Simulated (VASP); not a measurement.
Here is a VASP 6.6.1 calculation.

INCAR

```
SYSTEM = Si
ALGO = Normal
EDIFF = 1E-6
ENCUT = 520
ISIF = 2
ISMEAR = 0
LASPH = .True.
LCHARG = .False.
LREAL = .False.
LWAVE = .False.
NBANDS = 16
NELM = 60
PREC = Accurate
SIGMA = 0.03
```

Contents of KPOINTS:

```
k-points
0
Gamma
  12 12 6
  0 0 0
```

Contents of POSCAR:

```
Si
1.0
    3.8016851185      0.0000000000      0.0000000000
   -1.9008425593      3.2923558898      0.0000000000
    0.0000000000      0.0000000000      6.2886938331
Si
4
Direct
    0.3333333333      0.6666666667      0.0821179099
    0.6666666667      0.3333333333      0.5821179099
    0.3333333333      0.6666666667      0.4178820901
    0.6666666667      0.3333333333      0.9178820901
```

Potentials or basis: VASP PAW LDA potentials, release 64 (Si).

Launch:

```console
$ cat potpaw_LDA.64/Si/POTCAR > POTCAR
$ mpirun -np 1 vasp_std > vasp.out
```

Q: What does it give for the band gap on the k mesh?

A: Zero (band 8 reaches 6.93 eV, above the bottom of band 9 at 6.03 eV).

Q: Predict the largest force.

A: 4.342 eV/Å.

Stress tensor (GPa, compression positive):
```
-5.18  0.00  0.00
 0.00 -5.18  0.00
 0.00  0.00 17.25
```

Caveat: forces of over 1 eV/Å act on the atoms, so gaps and moduli don't describe the material at rest.
